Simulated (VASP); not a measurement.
A run of VASP 6.6.1 is set up as follows.

The input INCAR:

```
ALGO = Normal ; EDIFF = 1E-6
ENCUT = 600 ; GGA = PS
GGA_COMPAT = False ; ISIF = 2
ISMEAR = 1 ; LASPH = True
LCHARG = False ; LREAL = False
LWAVE = False ; NBANDS = 20
NELM = 120 ; PREC = Accurate
SIGMA = 0.1
```

The input KPOINTS:

```
k-points
0
Gamma
  6 6 6
```

Contents of POSCAR:

```
GaC3
1.0
    3.3189480000      0.0000000000      0.0000000000
    0.0000000000      3.3189480000      0.0000000000
    0.0000000000      0.0000000000      3.3189480000
Ga C
1 3
Direct
    0.0000000000      0.0000000000      0.0000000000
    0.0000000000      0.5000000000      0.5000000000
    0.5000000000      0.0000000000      0.5000000000
    0.5200000000      0.5000000000      0.0000000000
```

Potentials or basis: VASP PAW PBE potentials, release 64 (Ga_d, C).

Launch:

```console
$ cat potpaw_PBE.64/Ga_d/POTCAR potpaw_PBE.64/C/POTCAR > POTCAR
$ mpirun -np 1 vasp_std > vasp.out
```

(1) Estimate the pressure.

(2) What does it give for the largest force?

Answers

(1) -5.1 GPa.

(2) 0.262 eV/Å.

Caveat: the PAW data sets were made with another functional, which shifts forces and pressure a little.
